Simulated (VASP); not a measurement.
A run of VASP 6.6.1 is set up as follows.

INCAR

```
PREC = Accurate
ENCUT = 520
EDIFF = 1E-6
ISMEAR = 0
SIGMA = 0.1
LREAL = Auto
LASPH = T
NELM = 80
ALGO = Normal
ISIF = 2
LWAVE = F
LCHARG = T
GGA = PE
LELF = T
LVHAR = T
NBANDS = 56
```

The input KPOINTS:

```
Automatic mesh
0
Gamma
  4 4 4
```

The input POSCAR:

```
NaZnGaC6N6
1.0
    0.0000000000      5.0735000000      5.0735000000
    5.0735000000      0.0000000000      5.0735000000
    5.0735000000      5.0735000000      0.0000000000
Na Zn Ga C N
1 1 1 6 6
Direct
    0.7500000000      0.7500000000      0.7500000000
    0.5000000000      0.5000000000      0.5000000000
    0.0000000000      0.0000000000      0.0000000000
    0.8131467400      0.1868532600      0.1868532600
    0.1868532600      0.1868532600      0.8131467400
    0.8131467400      0.1868532600      0.8131467400
    0.1868532600      0.8131467400      0.8131467400
    0.8131467400      0.8131467400      0.1868532600
    0.1868532600      0.8131467400      0.1868532600
    0.6978417300      0.3021582700      0.3021582700
    0.3021582700      0.3021582700      0.6978417300
    0.6978417300      0.3021582700      0.6978417300
    0.3021582700      0.6978417300      0.6978417300
    0.6978417300      0.6978417300      0.3021582700
    0.3021582700      0.6978417300      0.3021582700
```

Potentials or basis: VASP PAW PBE potentials, release 64 (Na_pv, Zn, Ga_d, C, N).

Command:

```console
$ cat potpaw_PBE.64/Na_pv/POTCAR potpaw_PBE.64/Zn/POTCAR potpaw_PBE.64/Ga_d/POTCAR potpaw_PBE.64/C/POTCAR potpaw_PBE.64/N/POTCAR > POTCAR
$ mpirun -np 1 vasp_std > vasp.out
```

**Question.** Estimate the pressure.

**Answer.** 13.4 GPa.

**Question.** What does it give for the largest force?

**Answer.** 3.932 eV/Å.

**Question.** Predict the band gap on the k mesh.

**Answer.** 2.99 eV, indirect (least direct gap 3.01 eV).

Forces in eV/Å, atoms in the order of the input:
```
Na   0.000  0.000  0.000
Zn   0.000  0.000  0.000
Ga   0.000  0.000  0.000
C    3.932  0.000  0.000
C    0.000  0.000  3.932
C    0.000 -3.932  0.000
C   -3.932  0.000  0.000
C    0.000  0.000 -3.932
C    0.000  3.932  0.000
N   -1.355  0.000  0.000
N    0.000  0.000 -1.355
N    0.000  1.355  0.000
N    1.355  0.000  0.000
N    0.000  0.000  1.355
N    0.000 -1.355  0.000
```

Caveat: forces of over 1 eV/Å act on the atoms, so gaps and moduli don't describe the material at rest. A k mesh can miss the band edges.
